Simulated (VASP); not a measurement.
## BeTe: single point with PBE

The system is BeTe.

```xyz
2
Lattice="0.0000 2.8315 2.8315 2.8315 0.0000 2.8315 2.8315 2.8315 0.0000" Properties=species:S:1:pos:R:3 pbc="T T T"
Be    0.0000    0.0000    0.0000
Te    4.2472    4.2472    4.2472
```

| Property | Result |
| --- | --- |
| Program | VASP 6.6.1 |
| Task | single point |
| Functional | PBE |
| Potentials or basis | VASP PAW PBE potentials, release 64 (Be, Te) |
| Cutoff | 600 eV |
| k mesh | 4 × 4 × 4 |
| Occupations | gaussian, width 0.1 eV |
| Spin | collinear spin, ferromagnetic start |
| Starting moments | [0.0, -2.0] μB |
| Dipole correction | no |
| Further INCAR settings | ALGO = Normal; EDIFF = 1e-06; NBANDS = 15 |

```yaml
Pressure: 0.6 GPa
Band_gap_on_the_k_mesh: 2.00 eV, indirect (least direct gap 3.61 eV)
Net_moment: 0.00 μB per cell
Valence_electrons_inside_the_program's_atomic_spheres: Be 0.93; Te 3.50
```

Levels at points of the mesh, in eV from the valence-band top:
Spin up:
```
           k point  band 1  band 2  band 3  band 4  band 5  band 6  band 7  band 8
(0.00, 0.00, 0.00)  -12.19    0.00    0.00    0.00    3.61    3.61    3.61    3.70
(0.50, 0.00, 0.00)  -10.88   -5.44   -1.11   -1.11    3.03    4.58    4.58    7.82
(0.50, 0.50, 0.00)  -10.40   -5.04   -2.59   -2.59    2.00    2.68    9.59    9.59
```
Spin down:
```tsv
k point	band 2	band 3	band 4	band 5	band 6	band 7
(0.00, 0.00, 0.00)	0.00	0.00	0.00	3.61	3.61	3.61
(0.50, 0.00, 0.00)	-5.44	-1.11	-1.11	3.03	4.58	4.58
(0.50, 0.50, 0.00)	-5.04	-2.59	-2.59	2.00	2.68	9.59
```

It took 15 s on 1 thread of Intel(R) Xeon(R) Platinum 8488C (Sapphire Rapids), with other jobs on the host, peak memory 0.2 GiB.

Caveat: the k points lie up to 0.48 Å⁻¹ apart; spin-orbit coupling is left out, which moves the levels of the heavy elements. A k mesh can miss the band edges.
